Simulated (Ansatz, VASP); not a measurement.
## La: VASP beside Ansatz

Contents of INCAR:

```
ALGO = Normal ; EDIFF = 1E-6
ENCUT = 520 ; GGA = PS
ISIF = 2 ; ISMEAR = 1
LASPH = T ; LCHARG = F
LREAL = F ; LWAVE = F
NBANDS = 12 ; NELM = 60
PREC = Accurate ; SIGMA = 0.1
```

File KPOINTS:

```
k-points
0
Gamma
  10 10 10
```

File POSCAR:

```
La
1.0
   -2.1238310000      2.1238310000      2.1238310000
    2.1238310000     -2.1238310000      2.1238310000
    2.1238310000      2.1238310000     -2.1238310000
La
1
Direct
    0.0000000000      0.0000000000      0.0000000000
```

Input for Ansatz:

```yaml
crystal:
  lattice:
    - [-2.123831, 2.123831, 2.123831]
    - [2.123831, -2.123831, 2.123831]
    - [2.123831, 2.123831, -2.123831]
  atoms:
    - { symbol: La, position: [0.0, 0.0, 0.0] }
kpoints:
  mp_grid:
    grid: [10, 10, 10]
    shift: [0.0, 0.0, 0.0]
hamiltonian:
  xc: pbesol
  pseudopotentials:
    kind: paw
scf:
  occupations:
    method: cold
output:
  forces: true
  stress: true
  eigenvalues: true
```

Alike in both runs: task single point; functional PBEsol; k mesh 10 × 10 × 10; no spin polarisation.

|  | VASP | Ansatz |
| --- | --- | --- |
| version | VASP 6.6.1 | Ansatz 0.2.0 |
| potentials or method | VASP PAW PBE potentials, release 64 (La) | plane waves, PAW |
| plane-wave cutoff (eV) | 520 | 420 |
| occupations | methfessel-paxton of order 1, width 0.1 eV | cold |
| valence electrons in the cell | 11 | 11 |

|  | VASP | Ansatz | Ansatz less VASP |
| --- | --- | --- | --- |
| gap on the k mesh at the Fermi level (eV) | none | none | - |
| pressure (GPa) | -2.5 | -2.5 | -0.04 |

VASP's potentials were made for PBE, not for PBEsol. A gap of «none» marks a metal or a gap that the smearing closes.

Spin-orbit coupling is off throughout.
